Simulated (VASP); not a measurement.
NbAs:

```
CELL_PARAMETERS angstrom
0.00000 2.92602 2.92602
2.92602 0.00000 2.92602
2.92602 2.92602 0.00000
ATOMIC_POSITIONS crystal
Nb 0.00000 0.00000 0.00000
As 0.25000 0.25000 0.25000
```

Base run:

- Program: VASP 6.6.1
- Functional: r2SCAN
- Potentials or basis: VASP PAW PBE potentials, release 64 (Nb_sv, As)
- Cutoff: 520 eV
- k mesh: 12 × 12 × 12
- Occupations: gaussian, width 0.1 eV
- Spin: collinear spin
- Starting moments: [0.96, -0.06] μB
- Fixed moment: 1.25 μB

Its results: pressure -0.7 GPa; site moments Nb +1.03; As -0.07 μB.

Task: The run is repeated on the same cell with these changes: fixed moment from 1.25 μB to 1 μB; moments at the start from [0.96, -0.06] to [0.79, -0.05]. What comes out?

Result: Pressure -1.5 GPa; site moments Nb +0.84; As -0.06 μB.

Caveats: the PAW data sets were made with another functional, which shifts forces and pressure a little; the total moment is fixed, so each spin has its own Fermi level and the state may be an excited one.
